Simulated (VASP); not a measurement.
The system is LuH2.

```
Lu H
1.0
     0.00000    2.51008    2.51008
     2.51008    0.00000    2.51008
     2.51008    2.51008    0.00000
Lu H
1 2
Direct
  0.00000 0.00000 0.00000
  0.25000 0.25000 0.25000
  0.75000 0.75000 0.75000
```

| Property | Result |
| --- | --- |
| Program | VASP 6.6.1 |
| Task | relaxation of cell and atoms |
| Functional | PBEsol |
| Potentials or basis | VASP PAW PBE potentials, release 64 (Lu, H) |
| Cutoff | 600 eV |
| k mesh | 14 × 14 × 14 |
| Occupations | gaussian, width 0.1 eV |
| Spin | no spin polarisation |

At the start: pressure -3.0 GPa; volume 10.54 Å³/atom.

Task: How do energy, volume and symmetry change on relaxing?

Result: Over 7 steps the energy falls by 3.3 meV/atom and the volume is 10.21 Å³/atom (-3.2 %); space group Fm-3m (No. 225, to 0.1 Å) before and after.

The path:
```tsv
step	energy change (eV)	largest force (eV/Å)	pressure (GPa)	volume (Å³)
1	0.0000	0.0000	-3.02	31.63
2	-0.0097	0.0000	-0.44	30.73
3	-0.0098	0.0000	0.14	30.57
4	-0.0098	0.0000	0.10	30.61
5	-0.0098	0.0000	-0.16	30.67
6	-0.0098	0.0000	-0.08	30.63
7	-0.0098	0.0000	-0.04	30.63
```

Final structure:
```xyz
3
Lattice="0.0000 2.4834 2.4834 2.4834 0.0000 2.4834 2.4834 2.4834 0.0000" Properties=species:S:1:pos:R:3 pbc="T T T"
Lu    2.4834    0.0000    2.4834
H     1.2417    1.2417    1.2417
H     3.7251    3.7251    3.7251
```

Caveat: the PAW data sets were made with another functional, which shifts forces and pressure a little.
